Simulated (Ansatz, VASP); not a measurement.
One calculation of Si, two programs

```
CELL_PARAMETERS angstrom
0.00000 2.73000 2.69495
2.73000 0.00000 2.69495
2.73000 2.73000 0.00000
ATOMIC_POSITIONS crystal
Si 0.00000 0.00000 0.00000
Si 0.25000 0.25000 0.25000
```

Change from the starting cell: strained cell.

Alike in both runs: task relaxation of the atoms; functional r2SCAN; k mesh 8 × 8 × 8; occupations gaussian, width 0.02 eV; no spin polarisation.

|  | VASP | Ansatz |
| --- | --- | --- |
| version | VASP 6.6.1 | Ansatz 0.2.0 |
| potentials or method | VASP PAW PBE potentials, release 64 (Si), cutoff 500 eV | scalar-relativistic, plane waves, PAW |
| valence electrons in the cell | 8 | 8 |

|  | VASP | Ansatz | Ansatz less VASP |
| --- | --- | --- | --- |
| gap on the k mesh at the Fermi level, each at its own relaxed structure (eV) | 0.67 | 0.66 | -0.015 |

VASP's potentials were made for PBE, not for r2SCAN. Ansatz's warnings: stress scf threshold loose.

Noted on VASP's run: the relaxation stopped at its first step, so nothing moved.
